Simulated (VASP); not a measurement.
Here is a VASP 6.6.1 calculation.

INCAR

```
SYSTEM = KF
PREC     = Accurate       ! precision mode
ENCUT    = 520            ! plane-wave cutoff, eV
EDIFF    = 1E-7           ! SCF threshold, eV
ISMEAR   = 0              ! smearing method
SIGMA    = 0.05           ! smearing width, eV
LREAL    = .FALSE.        ! projectors in reciprocal space
LASPH    = .TRUE.         ! aspherical terms in the spheres
NELM     = 80             ! most SCF steps
ALGO     = Normal         ! electronic algorithm
ISIF     = 2              ! what is computed and relaxed
LWAVE    = .FALSE.        ! write WAVECAR
LCHARG   = .FALSE.        ! write CHGCAR
NBANDS   = 15             ! bands
```

The input KPOINTS:

```
regular mesh
0
G
  8 8 8
  0 0 0
```

Contents of POSCAR:

```
KF
1.0
    0.0816821804      2.5669412189      2.5669412189
    2.5669412189      0.0816821804      2.5669412189
    2.5669412189      2.5669412189      0.0816821804
K F
1 1
Direct
    0.0000000000      0.0000000000      0.0000000000
    0.5000000000      0.5000000000      0.5000000000
```

Potentials or basis: VASP PAW LDA potentials, release 64 (K_sv, F).

The run is started by

```console
$ cat potpaw_LDA.64/K_sv/POTCAR potpaw_LDA.64/F/POTCAR > POTCAR
$ mpirun -np 1 vasp_std > vasp.out
```

(1) What does it give for the band gap on the k mesh?

(2) Predict the pressure.

Results:

(1) 6.71 eV, indirect (the least direct gap lies 2.3 meV higher).

(2) 3.7 GPa.
